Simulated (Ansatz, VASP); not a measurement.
**One calculation of KSi2Sb3, two programs**

```
K Si Sb
1.0
     5.45108    0.00000    0.00000
    -2.72554    4.72077    0.00000
     0.00000    0.00000    6.21589
K Si Sb
1 2 3
Direct
  0.00000 0.00000 0.00000
  0.33333 0.66667 0.50000
  0.66667 0.33333 0.50000
  0.00000 0.00000 0.50000
  0.33333 0.66667 0.00000
  0.66667 0.33333 0.00000
```

Alike in both runs: functional PBE; k mesh 6 × 6 × 4; occupations gaussian, width 0.1 eV; no spin polarisation.

Ansatz relaxed the structure, and its values are those at the end. VASP's run is a single point on that final structure, the one shown.

```csv
,VASP,Ansatz
version,VASP 6.6.1,Ansatz 0.2.0
potentials or method,"VASP PAW PBE potentials, release 64 (K_sv, Si, Sb), cutoff 520 eV","scalar-relativistic, plane waves, PAW"
valence electrons in the cell,32,62
```

|  | VASP | Ansatz | Ansatz less VASP |
| --- | --- | --- | --- |
| gap on the k mesh at the Fermi level (eV) | none | none | - |
| pressure (GPa) | 0.3 | 0.3 | -0.03 |

A gap of «none» marks a metal or a gap that the smearing closes. VASP's potentials hold 32 valence electrons a cell and Ansatz's 62, so a difference there can come from the potentials and not from the codes.

Spin-orbit coupling is off throughout.
